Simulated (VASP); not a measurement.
# TiAl3 (I4/mmm) in VASP: further runs

TiAl3 is run at these levels: PBEsol; tasks: single point.

Program: VASP 6.6.1. These are calculated values, not measurements. Logs are shortened: lines on timing, memory, paths and dates and some standing lists are left out, and cuts for length are marked.

## 1. The cell of the first run

It takes space group I4/mmm (No. 139, tetragonal). Conventional cell: a = 3.816 Å, b = 3.816 Å, c = 8.640 Å, α = 90.00°, β = 90.00°, γ = 90.00°. Within 3.6 Å of Ti (site symmetry 4/mmm) lie 12 Al at 2.70 to 2.88 Å. Al (site symmetry 4/mmm) has 4 Ti at 2.70 Å and 8 Al at 2.88 Å within 3.6 Å. Within 3.6 Å of Al (site symmetry -4m2) lie 8 Al at 2.70 to 2.88 Å and 4 Ti at 2.88 Å.

## 2. Single point, PBEsol (strain along c alone, the other axes held: +1.0 %)

INCAR reads:

```
ALGO     = Fast           # electronic algorithm
EDIFF    = 1E-6           # SCF threshold, eV
ENCUT    = 520            # plane-wave cutoff, eV
GGA      = PS             # functional
ISIF     = 2              # what is computed and relaxed
ISMEAR   = 0              # smearing method
LASPH    = True           # aspherical terms in the spheres
LCHARG   = False          # write CHGCAR
LREAL    = False          # projectors in reciprocal space
LWAVE    = False          # write WAVECAR
NBANDS   = 31             # bands
NELM     = 60             # most SCF steps
PREC     = Accurate       # precision mode
SIGMA    = 0.1            # smearing width, eV
```

KPOINTS reads:

```
k-points
0
Gamma
  10 10 4
```

POSCAR reads:

```
TiAl3
1.0
    3.8155481467      0.0000000000      0.0000000000
    0.0000000000      3.8155481467      0.0000000000
    0.0000000000      0.0000000000      8.6395335508
Ti Al
2 6
Direct
    0.0000000000      0.0000000000      0.0000000000
    0.5000000000      0.5000000000      0.5000000000
    0.5000000000      0.5000000000      0.0000000000
    0.0000000000      0.5000000000      0.2500000000
    0.5000000000      0.0000000000      0.2500000000
    0.0000000000      0.0000000000      0.5000000000
    0.5000000000      0.0000000000      0.7500000000
    0.0000000000      0.5000000000      0.7500000000
```

Potentials or basis: VASP PAW PBE potentials, release 64 (Ti_sv, Al).

Started as:

```sh
$ cat potpaw_PBE.64/Ti_sv/POTCAR potpaw_PBE.64/Al/POTCAR > POTCAR
$ mpirun -np 1 vasp_std > vasp.out
```

OUTCAR:

```text
EDIFF = 1E-6
   ENCUT = 520
   GGA = PS
   ISIF = 2
   ISMEAR = 0
   LASPH = True
   LREAL = False
   NELM = 60
   PREC = Accurate

 ion  position               nearest neighbor table
   1  0.000  0.000  0.000-   3 2.70   3 2.70   3 2.70   3 2.70   8 2.88   4 2.88   4 2.88   8 2.88
                             5 2.88   5 2.88   7 2.88   7 2.88
   2  0.500  0.500  0.500-   6 2.70   6 2.70   6 2.70   6 2.70   8 2.88   5 2.88   5 2.88   7 2.88
                             4 2.88   4 2.88   8 2.88   7 2.88
   3  0.500  0.500  0.000-   1 2.70   1 2.70   1 2.70   1 2.70   8 2.88   4 2.88   5 2.88   7 2.88
                             5 2.88   4 2.88   8 2.88   7 2.88
   4  0.000  0.500  0.250-   5 2.70   5 2.70   5 2.70   5 2.70   6 2.88   1 2.88   2 2.88   6 2.88
                             2 2.88   3 2.88   3 2.88   1 2.88
   5  0.500  0.000  0.250-   4 2.70   4 2.70   4 2.70   4 2.70   6 2.88   2 2.88   3 2.88   2 2.88
                             1 2.88   3 2.88   6 2.88   1 2.88
   6  0.000  0.000  0.500-   2 2.70   2 2.70   2 2.70   2 2.70   8 2.88   4 2.88   4 2.88   8 2.88
                             5 2.88   5 2.88   7 2.88   7 2.88
   7  0.500  0.000  0.750-   8 2.70   8 2.70   8 2.70   8 2.70   1 2.88   2 2.88   3 2.88   2 2.88
                             1 2.88   6 2.88   3 2.88   6 2.88
   8  0.000  0.500  0.750-   7 2.70   7 2.70   7 2.70   7 2.70   1 2.88   1 2.88   6 2.88   2 2.88
                             2 2.88   3 2.88   3 2.88   6 2.88

  LATTYP: Found a simple tetragonal cell.
 ALAT       =     3.8155481467
 C/A-ratio  =     2.2642968241

  Lattice vectors:

 A1 = (   3.8155481467,   0.0000000000,   0.0000000000)
 A2 = (   0.0000000000,   3.8155481467,   0.0000000000)
 A3 = (   0.0000000000,   0.0000000000,   8.6395335508)

Analysis of symmetry for initial positions (statically):
=====================================================================
 Subroutine PRICEL returns following result:

  LATTYP: Found a body centered tetragonal cell.
 ALAT       =     3.8155481467
 C/A-ratio  =     2.2642968241

  Lattice vectors:

 A1 = (   1.9077740733,  -1.9077740734,  -4.3197667754)
 A2 = (  -1.9077740733,   1.9077740734,  -4.3197667754)
 A3 = (   1.9077740733,   1.9077740733,   4.3197667754)

   2 primitive cells build up your supercell.

 Routine SETGRP: Setting up the symmetry group for a
 simple tetragonal supercell.

 Subroutine GETGRP returns: Found 16 space group operations
 (whereof 16 operations were pure point group operations)
 out of a pool of 16 trial point group operations.

The static configuration has the point symmetry D_4h.

Analysis of symmetry for dynamics (positions and initial velocities):
=====================================================================
 Subroutine PRICEL returns following result:

  LATTYP: Found a body centered tetragonal cell.
 ALAT       =     3.8155481467
 C/A-ratio  =     2.2642968241

  Lattice vectors:

 A1 = (   1.9077740733,  -1.9077740734,  -4.3197667754)
 A2 = (  -1.9077740733,   1.9077740734,  -4.3197667754)
 A3 = (   1.9077740733,   1.9077740733,   4.3197667754)

   2 primitive cells build up your supercell.

 Routine SETGRP: Setting up the symmetry group for a
 simple tetragonal supercell.

 Subroutine GETGRP returns: Found 16 space group operations
 (whereof 16 operations were pure point group operations)
 out of a pool of 16 trial point group operations.

The dynamic configuration has the point symmetry D_4h.

 Subroutine INISYM returns: Found 16 space group operations
 (whereof 16 operations are pure point group operations),
 and found     2 'primitive' translations

----------------------------------------------------------------------------------------

                                     Primitive cell

  volume of cell :      62.8889

  direct lattice vectors                    reciprocal lattice vectors
     1.907774073 -1.907774073 -4.319766775     0.262085541  0.000000000 -0.115746990
    -1.907774073  1.907774073 -4.319766775     0.000000000  0.262085541 -0.115746990
     1.907774073  1.907774073  4.319766775     0.262085541  0.262085541  0.000000000

  length of vectors
     5.093092265  5.093092265  5.093092265     0.286506887  0.286506887  0.370644926

  position of ions in fractional coordinates (direct lattice)
     0.000000000  0.000000000  0.000000000
     0.500000000  0.500000000  0.000000000
     0.750000000  0.250000000  0.500000000
     0.250000000  0.750000000  0.500000000

  ion indices of the primitive-cell ions
   primitive index   ion index
                 1           1
                 2           6
                 3           4
                 4           5

----------------------------------------------------------------------------------------

 KPOINTS: k-points

Automatic generation of k-mesh.
 Grid dimensions read from file:
 generate k-points for:   10   10    4

 Generating k-lattice:

  Cartesian coordinates                     Fractional coordinates (reciprocal lattice)
     0.026208554  0.000000000  0.000000000     0.100000000  0.000000000  0.000000000
     0.000000000  0.026208554  0.000000000     0.000000000  0.100000000  0.000000000
     0.000000000  0.000000000  0.028936747     0.000000000  0.000000000  0.250000000

  Length of vectors
     0.026208554  0.026208554  0.028936747

  Shift w.r.t. Gamma in fractional coordinates (k-lattice)
     0.000000000  0.000000000  0.000000000

 Subroutine IBZKPT returns following result:
 ===========================================

 Found     63 irreducible k-points:

 Following reciprocal coordinates:
            Coordinates               Weight
  0.000000  0.000000  0.000000      1.000000
  0.100000  0.000000  0.000000      4.000000
  0.200000  0.000000  0.000000      4.000000
  0.300000  0.000000  0.000000      4.000000
  0.400000  0.000000  0.000000      4.000000
  0.500000  0.000000  0.000000      2.000000
[... 16 lines left out ...]
  0.100000  0.000000  0.250000      8.000000
  0.200000  0.000000  0.250000      8.000000
 [... further k-points ...]
   k-points           NKPTS =     63   k-points in BZ     NKDIM =     63   number of bands    NBANDS=     31
   number of dos      NEDOS =    301   number of ions     NIONS =      8
   total plane-waves  NPLWV =  50176
   dimension x,y,z NGX =    28 NGY =   28 NGZ =   64
   dimension x,y,z NGXF=    56 NGYF=   56 NGZF=  128
   ions per type =               2   6
   NGX,Y,Z   is equivalent  to a cutoff of  12.20, 12.20, 12.32 a.u.
   NGXF,Y,Z  is equivalent  to a cutoff of  24.40, 24.40, 24.63 a.u.
 SYSTEM =  unknown system
   PREC   = accura    normal or accurate (medium, high low for compatibility)
   ISTART =      0    job   : 0-new  1-cont  2-samecut
   ICHARG =      2    charge: 1-file 2-atom 10-const
   ISPIN  =      1    spin polarized calculation?
   LNONCOLLINEAR =      F non collinear calculations
   LSORBIT =      F    spin-orbit coupling
   LASPH  =      T    aspherical Exc in radial PAW
   ENCUT  =  520.0 eV  38.22 Ry    6.18 a.u.   7.09  7.09 16.06*2*pi/ulx,y,z
   NELM   =     60;   NELMIN=  2; NELMDL= -5     # of ELM steps
   EDIFF  = 0.1E-05   stopping-criterion for ELM
   LREAL  =      F    real-space projection
   EDIFFG = 0.1E-04   stopping-criterion for IOM
   NSW    =      0    number of steps for IOM
   IBRION =     -1    ionic relax: 0-MD 1-quasi-New 2-CG
   NFREE  =      0    steps in history (QN), initial steepest desc. (CG)
   ISIF   =      2    stress and relaxation
   ISYM   =      2    0-nonsym 1-usesym 2-fastsym
   POTIM  = 0.5000    time-step for ionic-motion
   TEBEG  =    0.0;   TEEND  =   0.0 temperature during run
   PSTRESS=    0.0 pullay stress
   NELECT =      42.0000    total number of electrons
   NUPDOWN=      -1.0000    fix difference up-down
   EMIN   =  10.00;   EMAX   =-10.00  energy-range for DOS
   EFERMI =   0.00;   METHOD = LEGACY
   ISMEAR =     0;   SIGMA  =   0.10  broadening in eV -4-tet -1-fermi 0-gaus
   EFERMI_NEDOS =   21; number of points for ismear=-14 and -15
   IALGO  =     68    algorithm
   IMIX   =      4    mixing-type and parameters
     AMIX     =   0.40;   BMIX     =  1.00
     AMIX_MAG =   1.60;   BMIX_MAG =  1.00
  volume/ion in A,a.u.               =      15.72       106.10
  Fermi-wavevector in a.u.,A,eV,Ry     =   1.135769  2.146292 17.551113  1.289970
  Thomas-Fermi vector in A             =   2.272474
   LORBIT       =      0    0 simple, 1 ext, 2 COOP (PROOUT), +10 PAW based schemes
   GGA     = PS    functional components
   LHFCALC =     F    Hartree Fock is set to
   AEXX    =    0.0000 exact exchange contribution
   IVDW    =     0    specifies the selected vdW correction
   LEPSILON=     F    determine dielectric tensor
   LRPA    =     F    only Hartree local field effects (RPA)
 non-spin polarized calculation
 RMM-DIIS sequential band-by-band and
 Gauss-broadening in eV      SIGMA  =   0.10
  energy-cutoff  :      520.00
  volume of cell :      125.78
 maximum number of plane-waves:      3412
   NGX = 15   NGY = 15   NGZ = 33

 number of electron      42.0000012 magnetization

 Free energy of the ion-electron system (eV)
  ---------------------------------------------------
  ext. energy  EPLUGINS =         0.00000000
  ---------------------------------------------------
  free energy    TOTEN  =       -44.45703273 eV

  energy without entropy =      -44.44055908  energy(sigma->0) =      -44.44879591

 E-fermi :   8.2272     XC(G=0): -10.8550

 val. band max:        8.2267711777   @ k =   0.2000   0.2000   0.0000
 cond. band min:       8.2359963193   @ k =   0.2000   0.2000   0.0000
 fundamental gap:      0.0092251416
 Fermi energy:         8.2272389938

 k-point     1 :       0.0000    0.0000    0.0000
  band No.  band energies     occupation
      1     -47.9902      2.00000
      2     -47.9901      2.00000
      3     -24.4083      2.00000
      4     -24.4083      2.00000
      5     -24.4080      2.00000
      6     -24.4080      2.00000
[... 23 lines left out ...]
     30      12.0129      0.00000
     31      12.0243      0.00000

 k-point     2 :       0.1000    0.0000    0.0000
  band No.  band energies     occupation
      1     -47.9900      2.00000
      2     -47.9900      2.00000
      3     -24.4110      2.00000
      4     -24.4108      2.00000
      5     -24.4081      2.00000
      6     -24.4078      2.00000
[... 23 lines left out ...]
     30      11.9361      0.00000
     31      12.0215      0.00000

 k-point     3 :       0.2000    0.0000    0.0000
  band No.  band energies     occupation
      1     -47.9897      2.00000
      2     -47.9896      2.00000
      3     -24.4183      2.00000
      4     -24.4181      2.00000
      5     -24.4075      2.00000
      6     -24.4073      2.00000
[... 23 lines left out ...]
     30      11.9578      0.00000
     31      13.0610      0.00000

 k-point     4 :       0.3000    0.0000    0.0000
  band No.  band energies     occupation
      1     -47.9892      2.00000
      2     -47.9892      2.00000
      3     -24.4272      2.00000
      4     -24.4271      2.00000
      5     -24.4069      2.00000
      6     -24.4067      2.00000
[... 635 lines left out ...]
     30      12.2997      0.00000
     31      12.5020      0.00000

 k-point    23 :       0.1000    0.0000    0.2500
  band No.  band energies     occupation
      1     -47.9900      2.00000
      2     -47.9900      2.00000
      3     -24.4110      2.00000
      4     -24.4108      2.00000
      5     -24.4080      2.00000
      6     -24.4079      2.00000
[... 23 lines left out ...]
     30      12.3330      0.00000
     31      12.4952      0.00000

 k-point    24 :       0.2000    0.0000    0.2500
  band No.  band energies     occupation
      1     -47.9897      2.00000
      2     -47.9896      2.00000
      3     -24.4183      2.00000
      4     -24.4181      2.00000
      5     -24.4075      2.00000
      6     -24.4074      2.00000
[... 23 lines left out ...]
     30      11.9721      0.00000
     31      12.5054      0.00000

 [... further k-points ...]

------------------------ aborting loop because EDIFF is reached ----------------------------------------

  FORCE on cell =-STRESS in cart. coord.  units (eV):
  Direction    XX          YY          ZZ          XY          YZ          ZX
  --------------------------------------------------------------------------------------
  -------------------------------------------------------------------------------------
  Total       -0.3266164     -0.3266164     -1.7246474      0.0000000      0.0000000      0.0000000
  in kB       -4.1604898     -4.1604898    -21.9688195      0.0000000      0.0000000      0.0000000
  external PRESSURE =     -10.0965997 kB  Pullay stress =       0.0000000 kB

 VOLUME and BASIS-vectors are now :
 -----------------------------------------------------------------------------
  energy-cutoff  :      520.00
  volume of cell :      125.78
      direct lattice vectors                 reciprocal lattice vectors
     3.815548147  0.000000000  0.000000000     0.262085541  0.000000000  0.000000000
     0.000000000  3.815548147  0.000000000     0.000000000  0.262085541  0.000000000
     0.000000000  0.000000000  8.639533551     0.000000000  0.000000000  0.115746990

 POSITION                                       TOTAL-FORCE (eV/Angst)
 -----------------------------------------------------------------------------------
      0.00000      0.00000      0.00000        -0.000000      0.000000     -0.000000
      1.90777      1.90777      4.31977        -0.000000     -0.000000      0.000000
      1.90777      1.90777      0.00000        -0.000000      0.000000     -0.000000
      0.00000      1.90777      2.15988         0.000000     -0.000000     -0.000000
      1.90777      0.00000      2.15988         0.000000     -0.000000      0.000000
      0.00000      0.00000      4.31977        -0.000000      0.000000     -0.000000
      1.90777      0.00000      6.47965        -0.000000     -0.000000     -0.000000
      0.00000      1.90777      6.47965         0.000000     -0.000000     -0.000000
 -----------------------------------------------------------------------------------
    total drift:                                0.000000      0.000000      0.000000

  FREE ENERGIE OF THE ION-ELECTRON SYSTEM (eV)
  ---------------------------------------------------
  free  energy   TOTEN  =       -44.4570327288 eV

  energy  without entropy=      -44.4405590837  energy(sigma->0) =      -44.44879591
```

It took 6.9 min on 1 thread of Intel Xeon 6975P-C (Granite Rapids), shared host; peak memory 0.34 GiB.

Results:

```
Free energy            : -44.4570 eV
Pressure               : -1.0 GPa
Band gap on the k mesh : zero (bands 21 and 22 overlap by 2.18 eV)
```

Stress tensor (GPa, compression positive):
```
-0.42  0.00  0.00
 0.00 -0.42  0.00
 0.00  0.00 -2.20
```

Caveat: the cell differs from its parent crystal (strain along c alone, the other axes held: +1.0 %); the PAW data sets were made with another functional, which shifts forces and pressure a little.

## 3. Single point, PBEsol (strain along c alone, the other axes held: +2.0 %)

INCAR reads:

```
SYSTEM = TiAl3
PREC = Accurate ; ENCUT = 520
EDIFF = 1E-6 ; ISMEAR = 0
SIGMA = 0.1 ; LREAL = .FALSE.
LASPH = .TRUE. ; NELM = 80
ALGO = Fast ; ISIF = 2
LWAVE = .FALSE. ; LCHARG = .FALSE.
GGA = PS ; NBANDS = 31
```

KPOINTS reads:

```
Automatic mesh
0
G
  10 10 4
  0 0 0
```

POSCAR, as its differences from that of step 2:

```diff
@@ -4,3 +4,3 @@
     0.0000000000      3.8155481467      0.0000000000
-    0.0000000000      0.0000000000      8.6395335508
+    0.0000000000      0.0000000000      8.7250734869
 Ti Al
```

Potentials or basis: VASP PAW PBE potentials, release 64 (Ti_sv, Al).

Started as:

```sh
$ cat potpaw_PBE.64/Ti_sv/POTCAR potpaw_PBE.64/Al/POTCAR > POTCAR
$ mpirun -np 1 vasp_std > vasp.out
```

Wall time 9.1 min (1 thread of Intel Xeon 6975P-C (Granite Rapids), shared host); peak memory 0.35 GiB.

The run converged. Its results:

* Free energy: -44.4322 eV
* Pressure: -1.9 GPa
* Band gap on the k mesh: zero (bands 21 and 22 overlap by 2.19 eV)

Stress tensor (GPa, compression positive):
```
-0.75  0.00  0.00
 0.00 -0.75  0.00
 0.00  0.00 -4.29
```

Levels at points of the mesh, in eV from the Fermi level:
```
           k point  band 19  band 20  band 21  band 22  band 23  band 24
(0.00, 0.00, 0.00)    -0.81    -0.25     0.71     0.71     0.85     0.95
(0.50, 0.00, 0.00)    -0.94    -0.94     0.31     0.31     1.82     1.82
(0.50, 0.50, 0.00)    -2.25    -2.25    -1.02    -1.02     1.78     1.78
(0.00, 0.00, 0.50)    -0.36    -0.36     0.90     0.90     1.22     1.22
(0.50, 0.00, 0.50)    -0.32    -0.32     0.54     0.54     1.82     1.82
(0.50, 0.50, 0.50)    -1.82    -1.82    -1.26    -1.26     0.78     0.78
```

Caveat: the cell differs from its parent crystal (strain along c alone, the other axes held: +2.0 %); the PAW data sets were made with another functional, which shifts forces and pressure a little.
